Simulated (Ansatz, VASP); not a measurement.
# CsPbCl3 in VASP and in Ansatz

File INCAR:

```
SYSTEM = CsPbCl3
ALGO = Normal ; EDIFF = 1E-6
ENCUT = 520 ; GGA = PE
ISIF = 2 ; ISMEAR = 0
LASPH = .True. ; LCHARG = .True.
LELF = .True. ; LREAL = .False.
LVHAR = .True. ; LWAVE = .False.
NBANDS = 30 ; NELM = 100
PREC = Accurate ; SIGMA = 0.05
```

The input KPOINTS:

```
k-points
0
Gamma
  6 6 6
  0 0 0
```

The input POSCAR:

```
CsPbCl3
1.0
    5.7356751395      0.0000000000      0.0000000000
    0.0000000000      5.7356751395      0.0000000000
    0.0000000000      0.0000000000      5.7356751395
Cs Pb Cl
1 1 3
Direct
    0.0000000000      0.0000000000      0.0000000000
    0.5000000000      0.5000000000      0.5000000000
    0.0000000000      0.5000000000      0.5000000000
    0.5000000000      0.5000000000      0.0000000000
    0.5000000000      0.0000000000      0.5000000000
```

Input for Ansatz:

```yaml
crystal:
  lattice:
    - [5.7356751395, 0.0, 0.0]
    - [0.0, 5.7356751395, 0.0]
    - [0.0, 0.0, 5.7356751395]
  atoms:
    - { symbol: Cs, position: [0.0, 0.0, 0.0] }
    - { symbol: Pb, position: [0.5, 0.5, 0.5] }
    - { symbol: Cl, position: [0.0, 0.5, 0.5] }
    - { symbol: Cl, position: [0.5, 0.5, 0.0] }
    - { symbol: Cl, position: [0.5, 0.0, 0.5] }
basis:
  ecutwfc: 420
  ecutrho_ratio: 4
kpoints:
  mp_grid: { grid: [6, 6, 6] }
  band_path:
    path:
      - [[0.0, 0.0, 0.0], [0.0, 0.5, 0.0], [0.5, 0.5, 0.0], [0.0, 0.0, 0.0], [0.5, 0.5, 0.5], [0.0, 0.5, 0.0]]
      - [[0.5, 0.5, 0.5], [0.5, 0.5, 0.0]]
    npoints: 14
hamiltonian:
  xc: pbe
scf:
  occupations: { method: gaussian, width: 0.05 }
  n_extra_bands: 17
output:
  forces: true
  stress: true
  eigenvalues: true
  populations: true
  dos: { projected: true, de: 0.02, nscf_kmesh: { grid: [9, 9, 9] } }
  bader: true
  write_density: true
  write_potential: true
  elf: true
  volumetric_format: npy
```

Alike in both runs: task single point; functional PBE; k mesh 6 × 6 × 6; occupations gaussian, width 0.05 eV; no spin polarisation.

|  | VASP | Ansatz |
| --- | --- | --- |
| version | VASP 6.6.1 | Ansatz 0.2.0 |
| potentials or method | VASP PAW PBE potentials, release 64 (Cs_sv, Pb_d, Cl), cutoff 520 eV | scalar-relativistic, plane waves, PAW |
| valence electrons in the cell | 44 | 44 |

|  | VASP | Ansatz | Ansatz less VASP |
| --- | --- | --- | --- |
| gap on the k mesh at the Fermi level (eV) | 2.22 | 2.21 | -0.008 |
| least direct gap on the mesh (eV) | 2.22 | 2.21 | -0.008 |
| pressure (GPa) | 0.0 | 0.0 | +0.05 |

The functional is the same, so the differences come from potentials, cutoffs and numerics.

Spin-orbit coupling is off throughout.
